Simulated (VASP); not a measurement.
**TiO2: single point with PBE**

Crystal: TiO2.

```
CELL_PARAMETERS angstrom
2.97883 -0.00007 0.00013
0.00009 4.77685 -0.02336
1.48915 0.21074 7.12245
ATOMIC_POSITIONS crystal
Ti 0.97712 0.00038 0.00070
Ti 0.34624 0.48660 0.31700
Ti 0.66244 0.51415 0.68440
O 0.44429 0.18736 0.12828
O 0.78306 0.30229 0.44934
O 0.10602 0.30521 0.80479
O 0.91010 0.69554 0.19662
O 0.23171 0.69846 0.55207
O 0.57187 0.81339 0.87313
```

```yaml
Program: VASP 6.6.1
Task: single point
Functional: PBE
Potentials_or_basis: VASP PAW PBE potentials, release 64 (Ti_sv, O)
Cutoff: 520 eV
k_mesh: 9 × 6 × 4
Occupations: fermi-dirac, width 0.05 eV
Spin: no spin polarisation
```

| Quantity | Value |
| --- | --- |
| Pressure | 0.7 GPa |
| Largest force | 0.065 eV/Å |
| Band gap on the k mesh | 2.29 eV (least direct gap 2.34 eV) |

Forces on the atoms (eV/Å):
```
Ti   0.036  0.000  0.000
Ti   0.003  0.000 -0.038
Ti   0.003  0.000  0.038
O   -0.019  0.019  0.019
O   -0.002 -0.064  0.009
O    0.000 -0.015  0.012
O    0.000  0.016 -0.012
O   -0.002  0.064 -0.009
O   -0.019 -0.019 -0.019
```

Stress tensor (GPa, compression positive):
```
0.85 0.00 0.00
0.00 0.53 0.00
0.00 0.00 0.69
```

Levels at points of the mesh, in eV from the valence-band top:
```csv
k point,band 33,band 34,band 35,band 36,band 37,band 38,band 39,band 40
"(0.00, 0.00, 0.00)",-0.44,-0.39,-0.27,-0.05,2.29,2.66,2.77,2.87
"(0.00, 0.50, 0.00)",-1.04,-0.88,-0.83,-0.74,2.40,2.66,2.68,3.00
"(0.00, 0.00, 0.50)",-0.84,-0.83,-0.30,-0.14,2.44,2.63,2.70,2.99
"(0.00, 0.50, 0.50)",-0.85,-0.71,-0.68,-0.22,2.32,2.58,2.65,2.82
```

It took 15 min on 1 thread of Intel Xeon 8259CL, on a shared host, peak memory 0.43 GiB.

A k mesh can miss the band edges.
